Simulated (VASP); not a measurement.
Input of a VASP 6.6.1 run:

INCAR

```
SYSTEM = Nb
  ALGO = Normal
  EDIFF = 1E-6
  ENCUT = 500
  GGA = PE
  GGA_COMPAT = .FALSE.
  ISIF = 2
  ISMEAR = 0
  LASPH = .TRUE.
  LCHARG = .FALSE.
  LREAL = .FALSE.
  LWAVE = .FALSE.
  NBANDS = 12
  NELM = 120
  PREC = Accurate
  SIGMA = 0.016
```

The input KPOINTS:

```
k-points
0
G
  11 11 11
  0 0 0
```

Contents of POSCAR:

```
Nb
1.0
   -1.6639500000      1.6639500000      1.6639500000
    1.6639500000     -1.6639500000      1.6639500000
    1.6639500000      1.6639500000     -1.6639500000
Nb
1
Direct
    0.0000000000      0.0000000000      0.0000000000
```

Potentials or basis: VASP PAW PBE potentials, release 64 (Nb_sv).

The run is started by

```console
$ cat potpaw_PBE.64/Nb_sv/POTCAR > POTCAR
$ mpirun -np 1 vasp_std > vasp.out
```

Q: What does it give for the pressure?

A: -2.1 GPa.
